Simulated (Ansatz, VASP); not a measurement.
# Sr2CaVC6N6 in VASP and in Ansatz

Contents of INCAR:

```
SYSTEM = Sr2CaVC6N6
  PREC = Accurate
  ENCUT = 520
  EDIFF = 1E-6
  ISMEAR = 0
  SIGMA = 0.1
  LREAL = Auto
  LASPH = .TRUE.
  NELM = 150
  ALGO = Normal
  ISIF = 2
  LWAVE = .FALSE.
  LCHARG = .FALSE.
  ISPIN = 2
  MAGMOM = 0 0 0 2 0 0 0 0 0 0 0 0 0 0 0 0
  LORBIT = 11
  LMAXMIX = 4
  GGA = PE
  NBANDS = 66
```

KPOINTS

```
Automatic mesh
0
G
  4 4 4
  0 0 0
```

Contents of POSCAR:

```
Sr2CaVC6N6
1.0
    0.0000000000      5.2835000000      5.2835000000
    5.2835000000      0.0000000000      5.2835000000
    5.2835000000      5.2835000000      0.0000000000
Sr Ca V C N
2 1 1 6 6
Direct
    0.2500000000      0.2500000000      0.2500000000
    0.7500000000      0.7500000000      0.7500000000
    0.0000000000      0.0000000000      0.0000000000
    0.5000000000      0.5000000000      0.5000000000
    0.8007002900      0.1992997100      0.1992997100
    0.1992997100      0.8007002900      0.1992997100
    0.1992997100      0.1992997100      0.8007002900
    0.1992997100      0.8007002900      0.8007002900
    0.8007002900      0.1992997100      0.8007002900
    0.8007002900      0.8007002900      0.1992997100
    0.6899782300      0.3100217700      0.3100217700
    0.3100217700      0.6899782300      0.3100217700
    0.3100217700      0.3100217700      0.6899782300
    0.3100217700      0.6899782300      0.6899782300
    0.6899782300      0.3100217700      0.6899782300
    0.6899782300      0.6899782300      0.3100217700
```

Input for Ansatz:

```yaml
crystal:
  lattice:
    - [0.0, 5.2835, 5.2835]
    - [5.2835, 0.0, 5.2835]
    - [5.2835, 5.2835, 0.0]
  atoms:
    - { symbol: Sr, position: [0.25, 0.25, 0.25] }
    - { symbol: Sr, position: [0.75, 0.75, 0.75] }
    - { symbol: Ca, position: [0.0, 0.0, 0.0] }
    - { symbol: V, position: [0.5, 0.5, 0.5], spin: 2.0 }
    - { symbol: C, position: [0.80070029, 0.19929971, 0.19929971] }
    - { symbol: C, position: [0.19929971, 0.80070029, 0.19929971] }
    - { symbol: C, position: [0.19929971, 0.19929971, 0.80070029] }
    - { symbol: C, position: [0.19929971, 0.80070029, 0.80070029] }
    - { symbol: C, position: [0.80070029, 0.19929971, 0.80070029] }
    - { symbol: C, position: [0.80070029, 0.80070029, 0.19929971] }
    - { symbol: "N", position: [0.68997823, 0.31002177, 0.31002177] }
    - { symbol: "N", position: [0.31002177, 0.68997823, 0.31002177] }
    - { symbol: "N", position: [0.31002177, 0.31002177, 0.68997823] }
    - { symbol: "N", position: [0.31002177, 0.68997823, 0.68997823] }
    - { symbol: "N", position: [0.68997823, 0.31002177, 0.68997823] }
    - { symbol: "N", position: [0.68997823, 0.68997823, 0.31002177] }
basis:
  ecutwfc: 420
kpoints:
  mp_grid: { grid: [4, 4, 4] }
hamiltonian:
  xc: pbe
scf:
  occupations: { method: gaussian, width: 0.1 }
  lower_state_search: "off"
output:
  forces: true
  stress: true
  eigenvalues: true
  populations: true
magnetization:
  spin_polarized: true
```

Alike in both runs: task single point; functional PBE; k mesh 4 × 4 × 4; occupations gaussian, width 0.1 eV; collinear spin.

|  | VASP | Ansatz |
| --- | --- | --- |
| version | VASP 6.6.1 | Ansatz 0.2.0 |
| potentials or method | VASP PAW PBE potentials, release 64 (Sr_sv, Ca_sv, V_sv, C, N), cutoff 520 eV | scalar-relativistic, plane waves, PAW |
| valence electrons in the cell | 97 | 97 |

```tsv
	VASP	Ansatz	Ansatz less VASP
gap on the k mesh at the Fermi level (eV)	none	none	-
pressure (GPa)	10.5	10.3	-0.16
rms of the force components (eV/Å)	1.359	1.172	-0.1874
net moment per atom (μB)	0.00	0.08	+0.079
size of the moment on the site where the two differ most (μB)	0.00	1.06	+1.058
```

Site moments also hang on the region over which each program counts them. Atom by atom the forces differ by 0.315 eV/Å (rms over components). A gap of «none» marks a metal or a gap that the smearing closes.

Noted on VASP's run: the standard files for N, O and F lose accuracy on very short bonds.
